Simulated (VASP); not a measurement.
Runs of VASP 6.6.1 on MgO (zincblende type). The structure is that of space group F-43m (No. 216), or close to it. The cells are those of the table. 

```csv
cell,cutoff (eV),gap on the mesh (eV),pressure (GPa)
"a = 2.618 Å, angles 60.0°, 2 atoms",600,7.24,271.6
"a = 2.753 Å, angles 60.0°, 2 atoms",520,6.95,148.3
"a = 2.966 Å, angles 60.0°, 2 atoms",600,(c),45.9
"a = 2.753 Å, angles 60.0°, 2 atoms",600,6.95,147.9
"a = 3.130 Å, angles 60.0°, 2 atoms",600,4.10,(a)
"a = 3.061 Å, angles 60.0°, 2 atoms",600,(d),(b)
"a = 2.863 Å, angles 60.0°, 2 atoms",600,5.97,84.9
```

Alike in all rows: task single point; level LDA; potentials or basis VASP PAW LDA potentials, release 64 (Mg, O); no spin polarisation; k mesh 16 × 16 × 16; smearing fermi-dirac 0.05 eV.

Problem. Estimate the missing entries.

Solution. (a) 8.2; (b) 21.0; (c) 5.18; (d) 4.52.

A k mesh can miss the band edges.
